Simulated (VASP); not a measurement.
CdTe, 2 atoms in the cell. It takes space group F-43m (No. 216, cubic). The conventional cell has a = 6.410 Å, b = 6.410 Å, c = 6.410 Å, α = 90.00°, β = 90.00°, γ = 90.00°. Te (site symmetry -43m) has 4 Cd at 2.78 Å within 3.7 Å. Within 3.7 Å of Cd (site symmetry -43m) lie 4 Te at 2.78 Å. 

- Program: VASP 6.6.1
- Task: relaxation of cell and atoms
- Functional: LDA
- Potentials or basis: VASP PAW LDA potentials, release 64 (Te, Cd)
- Cutoff: 600 eV
- k mesh: 7 × 7 × 7
- Occupations: fermi-dirac, width 0.05 eV
- Spin: no spin polarisation
- Target pressure: 2 GPa
- Dipole correction: no
- Further INCAR settings: ALGO = Normal; EDIFF = 1e-06; IBRION = 2; EDIFFG = -0.02; NSW = 80; ISIF = 3

Potentials or basis: VASP PAW LDA potentials, release 64 (Te, Cd).

Run with:

```sh
$ cat potpaw_LDA.64/Te/POTCAR potpaw_LDA.64/Cd/POTCAR > POTCAR
$ mpirun -np 1 vasp_std > vasp.out
```

Hardware: 1 thread of AMD EPYC 7R43 64-Core Processor (Zen 3) (shared host).

Question: Estimate the wall time of this run.

Answer: Wall time 49 s on 1 thread of AMD EPYC 7R43 64-Core Processor (Zen 3) (shared host), peak memory 0.15 GiB. Counts: scf iterations 28, k points 20, ion steps 3.
